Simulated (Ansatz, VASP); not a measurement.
## KF: VASP beside Ansatz

```
K F
1.0
     3.17887    0.00000    0.00000
     0.00000    3.17887    0.00000
     0.00000    0.00000    3.11434
K F
1 1
Direct
  0.00000 0.00000 0.00000
  0.50000 0.50000 0.50000
```

Change from the starting cell: uniaxial_z strain -2.0%.

Alike in both runs: task single point; functional r2SCAN; k mesh 8 × 8 × 8; no spin polarisation.

|  | VASP | Ansatz |
| --- | --- | --- |
| version | VASP 6.6.1 | Ansatz 0.2.0 |
| potentials or method | VASP PAW PBE potentials, release 64 (K_sv, F) | plane waves, PAW |
| plane-wave cutoff (eV) | 520 | 500 |
| occupations | gaussian, width 0.01 eV | fixed |
| valence electrons in the cell | 16 | 16 |

Ansatz gave:

| Quantity | Value |
| --- | --- |
| gap on the k mesh at the Fermi level (eV) | 7.84 |
| pressure (GPa) | 0.9 |
| traceless stress, the component that is largest in VASP (GPa) | 1.32 |

Estimate VASP's values.

gap on the k mesh at the Fermi level (eV): 7.85; pressure (GPa): 0.9; traceless stress, the component that is largest in VASP (GPa): 1.32.

VASP's potentials were made for PBE, not for r2SCAN.
